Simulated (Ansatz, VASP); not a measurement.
# BaTiO3 in VASP and in Ansatz

```
CELL_PARAMETERS angstrom
4.00822 0.00000 0.00000
0.00000 2.90201 2.88592
0.00000 -2.90201 2.88592
ATOMIC_POSITIONS crystal
Ba 0.00000 0.00808 0.00808
Ti 0.50000 0.51971 0.51971
O 0.00000 0.49163 0.49163
O 0.50000 0.49381 0.98300
O 0.50000 0.98300 0.49381
```

Change from the starting cell: strain +0.0100 x Voigt [0, 1, 0, 0, 0, 0], atoms carried along.

Alike in both runs: task single point; functional PBE; k mesh 6 × 6 × 6; occupations gaussian, width 0.05 eV; no spin polarisation; Hubbard terms Ti d U = 4.0 eV.

|  | VASP | Ansatz |
| --- | --- | --- |
| version | VASP 6.6.1 | Ansatz 0.2.0 |
| potentials or method | VASP PAW PBE potentials, release 64 (Ba_sv, Ti_sv, O), cutoff 520 eV | scalar-relativistic, plane waves, PAW |
| valence electrons in the cell | 40 | 40 |

Ansatz gave:

- gap on the k mesh at the Fermi level (eV): 2.49
- least direct gap on the mesh (eV): 2.93
- pressure (GPa): -1.5
- traceless stress, the component that is largest in VASP (GPa): -1.40
- rms of the force components (eV/Å): 0.049

Q: Which values does VASP return?

A: gap on the k mesh at the Fermi level (eV): 2.47; least direct gap on the mesh (eV): 2.93; pressure (GPa): 1.8; traceless stress, the component that is largest in VASP (GPa): -1.17; rms of the force components (eV/Å): 0.165.

The programs project onto different local orbitals, so the same U acts differently, and such runs can settle in different states. Atom by atom the forces differ by 0.212 eV/Å (rms over components).

Spin-orbit coupling is off throughout.
